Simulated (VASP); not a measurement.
Write the native input for VASP 6.6.1 that does the following.

```
Task                   : single point
Functional             : PBEsol
Potentials or basis    : VASP PAW PBE potentials, release 64 (N)
Cutoff                 : 520 eV
k mesh                 : 1 × 1 × 1
Occupations            : methfessel-paxton, width 0.02 eV
Spin                   : no spin polarisation
Dipole correction      : no
Further INCAR settings : ALGO = Normal; EDIFF = 1e-06; NBANDS = 12
```

The structure of N2 lies in POSCAR:

```
N
1.0
    9.0000000000      0.0000000000      0.0000000000
    0.0000000000      9.5000000000      0.0000000000
    0.0000000000      0.0000000000     10.0000000000
N
2
Direct
    0.5000000000      0.5000000000      0.4450018259
    0.5000000000      0.5000000000      0.5549981741
```

The input as run:

INCAR

```
SYSTEM = N
PREC = Accurate
ENCUT = 520
EDIFF = 1E-6
ISMEAR = 1
SIGMA = 0.02
LREAL = .False.
LASPH = .True.
NELM = 60
ALGO = Normal
ISIF = 2
LWAVE = .False.
LCHARG = .True.
GGA = PS
LELF = .True.
LVHAR = .True.
NBANDS = 12
```

KPOINTS

```
Automatic mesh
0
Gamma
  1 1 1
  0 0 0
```

Potentials or basis: VASP PAW PBE potentials, release 64 (N).

Launch:

```console
$ cat potpaw_PBE.64/N/POTCAR > POTCAR
$ mpirun -np 1 vasp_gam > vasp.out
```

Results of the run:

- Largest force: 1.870 eV/Å
- Gap between the frontier levels: 8.19 eV

Caveat: the standard files for N, O and F lose accuracy on very short bonds; the PAW data sets were made with another functional, which shifts forces and pressure a little.

Wall time 51 s on 1 thread of Intel(R) Xeon(R) Platinum 8375C CPU @ 2.90GHz (Ice Lake) (shared host), peak memory 0.72 GiB.
